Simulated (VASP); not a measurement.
# ZnF2 (P4_2/mnm) in VASP: single point with r2SCAN

Aim: the single point of ZnF2 with r2SCAN.

Program: VASP 6.6.1. These are calculated values, not measurements. Logs are shortened: lines on timing, memory, paths and dates and some standing lists are left out, and cuts for length are marked.

### Step 1. The cell of the first run

Symmetry: P4_2/mnm, No. 136, tetragonal system. The conventional cell has a = 4.773 Å, b = 4.773 Å, c = 3.179 Å, α = 90.00°, β = 90.00°, γ = 90.00°. Zn (site symmetry mmm) has 6 F at 2.04 to 2.08 Å within 2.7 Å. F (site symmetry m2m) has 3 Zn at 2.04 to 2.08 Å and 1 F at 2.67 Å within 2.7 Å.

### Step 2. Single point, r2SCAN

POSCAR reads:

```
ZnF2
1.0
    4.7729850000      0.0000000000      0.0000000000
    0.0000000000      4.7729850000      0.0000000000
    0.0000000000      0.0000000000      3.1792170000
Zn F
2 4
Direct
    0.0000000000      0.0000000000      0.0000000000
    0.5000000000      0.5000000000      0.5000000000
    0.3024000000      0.3024000000      0.0000000000
    0.1976000000      0.8024000000      0.5000000000
    0.6976000000      0.6976000000      0.0000000000
    0.8024000000      0.1976000000      0.5000000000
```

INCAR.step1 reads:

```
PREC = Accurate
ENCUT = 660
ISMEAR = -1
SIGMA = 0.1
LREAL = F
LASPH = T
NELM = 120
NBANDS = 35
GGA = PE
ALGO = Normal
EDIFF = 1E-5
LWAVE = T
LCHARG = F
GGA_COMPAT = F
```

INCAR.step2 reads:

```
PREC = Accurate
ENCUT = 660
EDIFF = 1E-6
ISMEAR = -1
SIGMA = 0.1
LREAL = F
LASPH = T
NELM = 120
ALGO = Normal
ISIF = 2
LWAVE = F
LCHARG = T
METAGGA = R2SCAN
LMIXTAU = T
LELF = T
LVHAR = T
NBANDS = 35
ISTART = 1
GGA_COMPAT = F
```

KPOINTS reads:

```
Automatic mesh
0
Gamma
  6 6 8
```

Potentials or basis: VASP PAW PBE potentials, release 64 (Zn, F).

Launch:

```sh
> cat potpaw_PBE.64/Zn/POTCAR potpaw_PBE.64/F/POTCAR > POTCAR
> cp INCAR.step1 INCAR
> mpirun -np 1 vasp_std > vasp.out
> cp INCAR.step2 INCAR
> mpirun -np 1 vasp_std > vasp.out
```

OUTCAR:

```text
PREC = Accurate
   ENCUT = 660
   EDIFF = 1E-6
   ISMEAR = -1
   LREAL = F
   LASPH = T
   NELM = 120
   ISIF = 2
   METAGGA = R2SCAN
   ISTART = 1

 ion  position               nearest neighbor table
   1  0.000  0.000  0.000-   3 2.04   5 2.04   4 2.08   6 2.08   4 2.08   6 2.08
   2  0.500  0.500  0.500-   4 2.04   6 2.04   5 2.08   3 2.08   3 2.08   5 2.08
   3  0.302  0.302  0.000-   1 2.04   2 2.08   2 2.08
   4  0.198  0.802  0.500-   2 2.04   1 2.08   1 2.08
   5  0.698  0.698  0.000-   1 2.04   2 2.08   2 2.08
   6  0.802  0.198  0.500-   2 2.04   1 2.08   1 2.08

  LATTYP: Found a simple tetragonal cell.
 ALAT       =     4.7729850000
 C/A-ratio  =     0.6660856885

  Lattice vectors:

 A1 = (   4.7729850000,   0.0000000000,   0.0000000000)
 A2 = (   0.0000000000,   4.7729850000,   0.0000000000)
 A3 = (   0.0000000000,   0.0000000000,   3.1792170000)

Analysis of symmetry for initial positions (statically):
=====================================================================
 Subroutine PRICEL returns:
 Original cell was already a primitive cell.

 Routine SETGRP: Setting up the symmetry group for a
 simple tetragonal supercell.

 Subroutine GETGRP returns: Found 16 space group operations
 (whereof  8 operations were pure point group operations)
 out of a pool of 16 trial point group operations.

The static configuration has the point symmetry D_2h.
 The point group associated with its full space group is D_4h.

Analysis of symmetry for dynamics (positions and initial velocities):
=====================================================================
 Subroutine PRICEL returns:
 Original cell was already a primitive cell.

 Routine SETGRP: Setting up the symmetry group for a
 simple tetragonal supercell.

 Subroutine GETGRP returns: Found 16 space group operations
 (whereof  8 operations were pure point group operations)
 out of a pool of 16 trial point group operations.

The dynamic configuration has the point symmetry D_2h.
 The point group associated with its full space group is D_4h.

 Subroutine INISYM returns: Found 16 space group operations
 (whereof  8 operations are pure point group operations),
 and found     1 'primitive' translations

----------------------------------------------------------------------------------------

                                     Primitive cell

  volume of cell :      72.4270

  direct lattice vectors                    reciprocal lattice vectors
     4.772985000  0.000000000  0.000000000     0.209512496  0.000000000  0.000000000
     0.000000000  4.772985000  0.000000000     0.000000000  0.209512496  0.000000000
     0.000000000  0.000000000  3.179217000     0.000000000  0.000000000  0.314542858

  length of vectors
     4.772985000  4.772985000  3.179217000     0.209512496  0.209512496  0.314542858

  position of ions in fractional coordinates (direct lattice)
     0.000000000  0.000000000  0.000000000
     0.500000000  0.500000000  0.500000000
     0.302400000  0.302400000  0.000000000
     0.197600000  0.802400000  0.500000000
     0.697600000  0.697600000  0.000000000
     0.802400000  0.197600000  0.500000000

  ion indices of the primitive-cell ions
   primitive index   ion index
                 1           1
                 2           2
                 3           3
                 4           4
                 5           5
                 6           6

----------------------------------------------------------------------------------------

 KPOINTS: Automatic mesh

Automatic generation of k-mesh.
 Grid dimensions read from file:
 generate k-points for:    6    6    8

 Generating k-lattice:

  Cartesian coordinates                     Fractional coordinates (reciprocal lattice)
     0.034918749  0.000000000  0.000000000     0.166666667  0.000000000  0.000000000
     0.000000000  0.034918749  0.000000000     0.000000000  0.166666667  0.000000000
     0.000000000  0.000000000  0.039317857     0.000000000  0.000000000  0.125000000

  Length of vectors
     0.034918749  0.034918749  0.039317857

  Shift w.r.t. Gamma in fractional coordinates (k-lattice)
     0.000000000  0.000000000  0.000000000

 Subroutine IBZKPT returns following result:
 ===========================================

 Found     50 irreducible k-points:

 Following reciprocal coordinates:
            Coordinates               Weight
  0.000000  0.000000  0.000000      1.000000
  0.166667  0.000000  0.000000      4.000000
  0.333333  0.000000  0.000000      4.000000
  0.500000  0.000000  0.000000      2.000000
  0.166667  0.166667  0.000000      4.000000
  0.333333  0.166667  0.000000      8.000000
[... 16 lines left out ...]
  0.333333  0.000000  0.250000      8.000000
  0.500000  0.000000  0.250000      4.000000
 [... further k-points ...]
   k-points           NKPTS =     50   k-points in BZ     NKDIM =     50   number of bands    NBANDS=     35
   number of dos      NEDOS =    301   number of ions     NIONS =      6
   total plane-waves  NPLWV =  44800
   dimension x,y,z NGX =    40 NGY =   40 NGZ =   28
   dimension x,y,z NGXF=    80 NGYF=   80 NGZF=   56
   ions per type =               2   4
   NGX,Y,Z   is equivalent  to a cutoff of  13.93, 13.93, 14.64 a.u.
   NGXF,Y,Z  is equivalent  to a cutoff of  27.86, 27.86, 29.28 a.u.
 SYSTEM =  unknown system
   PREC   = accura    normal or accurate (medium, high low for compatibility)
   ISTART =      1    job   : 0-new  1-cont  2-samecut
   ICHARG =      0    charge: 1-file 2-atom 10-const
   ISPIN  =      1    spin polarized calculation?
   LNONCOLLINEAR =      F non collinear calculations
   LSORBIT =      F    spin-orbit coupling
   LASPH  =      T    aspherical Exc in radial PAW
   ENCUT  =  660.0 eV  48.51 Ry    6.96 a.u.  10.00 10.00  6.66*2*pi/ulx,y,z
   NELM   =    120;   NELMIN=  2; NELMDL=  0     # of ELM steps
   EDIFF  = 0.1E-05   stopping-criterion for ELM
   LREAL  =      F    real-space projection
   EDIFFG = 0.1E-04   stopping-criterion for IOM
   NSW    =      0    number of steps for IOM
   IBRION =     -1    ionic relax: 0-MD 1-quasi-New 2-CG
   NFREE  =      0    steps in history (QN), initial steepest desc. (CG)
   ISIF   =      2    stress and relaxation
   ISYM   =      2    0-nonsym 1-usesym 2-fastsym
   POTIM  = 0.5000    time-step for ionic-motion
   TEBEG  =    0.0;   TEEND  =   0.0 temperature during run
   PSTRESS=    0.0 pullay stress
   NELECT =      52.0000    total number of electrons
   NUPDOWN=      -1.0000    fix difference up-down
   EMIN   =  10.00;   EMAX   =-10.00  energy-range for DOS
   EFERMI =   0.00;   METHOD = LEGACY
   ISMEAR =    -1;   SIGMA  =   0.10  broadening in eV -4-tet -1-fermi 0-gaus
   EFERMI_NEDOS =   21; number of points for ismear=-14 and -15
   IALGO  =     38    algorithm
   IMIX   =      4    mixing-type and parameters
     AMIX     =   0.40;   BMIX     =  1.00
     AMIX_MAG =   1.60;   BMIX_MAG =  1.00
  volume/ion in A,a.u.               =      12.07        81.46
  Fermi-wavevector in a.u.,A,eV,Ry     =   1.465916  2.770180 29.237704  2.148911
  Thomas-Fermi vector in A             =   2.581716
   LORBIT       =      0    0 simple, 1 ext, 2 COOP (PROOUT), +10 PAW based schemes
   METAGGA = R2SCAN    functional components
   LHFCALC =     F    Hartree Fock is set to
   AEXX    =    0.0000 exact exchange contribution
   IVDW    =     0    specifies the selected vdW correction
   LEPSILON=     F    determine dielectric tensor
   LRPA    =     F    only Hartree local field effects (RPA)
 non-spin polarized calculation
  energy-cutoff  :      660.00
  volume of cell :       72.43
 maximum number of plane-waves:      2828
 NGX is ok and might be reduce to    40
   NGX = 19   NGY = 19   NGZ = 13

 number of electron      51.9999986 magnetization

 Free energy of the ion-electron system (eV)
  ---------------------------------------------------
  ext. energy  EPLUGINS =         0.00000000
  ---------------------------------------------------
  free energy    TOTEN  =       -45.64696828 eV

  energy without entropy =      -45.64696828  energy(sigma->0) =      -45.64696828

 E-fermi :   0.2240     XC(G=0): -10.7082

 val. band max:       -2.0961014465   @ k =   0.0000   0.0000   0.0000
 cond. band min:       2.0194645559   @ k =   0.0000   0.0000   0.0000
 fundamental gap:      4.1155660024
 Fermi energy:         0.2239932170

 k-point     1 :       0.0000    0.0000    0.0000
  band No.  band energies     occupation
      1     -24.8164      2.00000
      2     -24.1601      2.00000
      3     -24.1601      2.00000
      4     -24.1162      2.00000
      5      -7.9525      2.00000
      6      -7.2208      2.00000
[... 27 lines left out ...]
     34      13.7418      0.00000
     35      13.7418      0.00000

 k-point     2 :       0.1667    0.0000    0.0000
  band No.  band energies     occupation
      1     -24.7797      2.00000
      2     -24.2357      2.00000
      3     -24.1520      2.00000
      4     -24.0897      2.00000
      5      -7.8253      2.00000
      6      -7.1728      2.00000
[... 27 lines left out ...]
     34      14.1878      0.00000
     35      14.2882      0.00000

 k-point     3 :       0.3333    0.0000    0.0000
  band No.  band energies     occupation
      1     -24.6771      2.00000
      2     -24.3721      2.00000
      3     -24.1305      2.00000
      4     -24.0857      2.00000
      5      -7.4846      2.00000
      6      -7.0626      2.00000
[... 27 lines left out ...]
     34      14.7394      0.00000
     35      14.8616      0.00000
[... 723 lines left out ...]
 k-point    23 :       0.3333    0.0000    0.2500
  band No.  band energies     occupation
      1     -24.5438      2.00000
      2     -24.3097      2.00000
      3     -24.1271      2.00000
      4     -24.1103      2.00000
      5      -7.1711      2.00000
      6      -6.8178      2.00000
[... 27 lines left out ...]
     34      13.1440      0.00000
     35      13.7460      0.00000

 k-point    24 :       0.5000    0.0000    0.2500
  band No.  band energies     occupation
      1     -24.4299      2.00000
      2     -24.4299      2.00000
      3     -24.1166      2.00000
      4     -24.1166      2.00000
      5      -6.8430      2.00000
      6      -6.8430      2.00000
[... 27 lines left out ...]
     34      12.7561      0.00000
     35      14.9019      0.00000

 [... further k-points ...]

------------------------ aborting loop because EDIFF is reached ----------------------------------------

  FORCE on cell =-STRESS in cart. coord.  units (eV):
  Direction    XX          YY          ZZ          XY          YZ          ZX
  --------------------------------------------------------------------------------------
  -------------------------------------------------------------------------------------
  Total       -2.0599361     -2.0599361     -2.5254263      0.0000000      0.0000000      0.0000000
  in kB      -45.5684259    -45.5684259    -55.8656649      0.0000000      0.0000000      0.0000000
  external PRESSURE =     -49.0008389 kB  Pullay stress =       0.0000000 kB

 VOLUME and BASIS-vectors are now :
 -----------------------------------------------------------------------------
  energy-cutoff  :      660.00
  volume of cell :       72.43
      direct lattice vectors                 reciprocal lattice vectors
     4.772985000  0.000000000  0.000000000     0.209512496  0.000000000  0.000000000
     0.000000000  4.772985000  0.000000000     0.000000000  0.209512496  0.000000000
     0.000000000  0.000000000  3.179217000     0.000000000  0.000000000  0.314542858

 POSITION                                       TOTAL-FORCE (eV/Angst)
 -----------------------------------------------------------------------------------
      0.00000      0.00000      0.00000         0.000000      0.000000      0.000000
      2.38649      2.38649      1.58961         0.000000      0.000000      0.000000
      1.44335      1.44335      0.00000         0.064652      0.064652      0.000000
      0.94314      3.82984      1.58961        -0.064652      0.064652      0.000000
      3.32963      3.32963      0.00000        -0.064652     -0.064652     -0.000000
      3.82984      0.94314      1.58961         0.064652     -0.064652     -0.000000
 -----------------------------------------------------------------------------------
    total drift:                               -0.000000      0.000000     -0.000000

  FREE ENERGIE OF THE ION-ELECTRON SYSTEM (eV)
  ---------------------------------------------------
  free  energy   TOTEN  =       -45.6469682788 eV

  energy  without entropy=      -45.6469682785  energy(sigma->0) =      -45.64696828
```

Wall time 7.3 min (1 thread of Intel Xeon Platinum 8259CL at 2.50GHz (Skylake/Cascade Lake), shared host); peak memory 0.3 GiB.

What came out:

```yaml
Free_energy: -45.6470 eV
Pressure: -4.9 GPa
Largest_force: 0.091 eV/Å
Band_gap_on_the_k_mesh: 4.12 eV
```

Forces in eV/Å, atoms in the order of the input:
```
Zn   0.000  0.000  0.000
Zn   0.000  0.000  0.000
F    0.065  0.065  0.000
F   -0.065  0.065  0.000
F   -0.065 -0.065  0.000
F    0.065 -0.065  0.000
```

Caveat: the cell stands under tension; the PAW data sets were made with another functional, which shifts forces and pressure a little. r2SCAN opens gaps a little over a GGA but as a rule still falls short of measured ones.
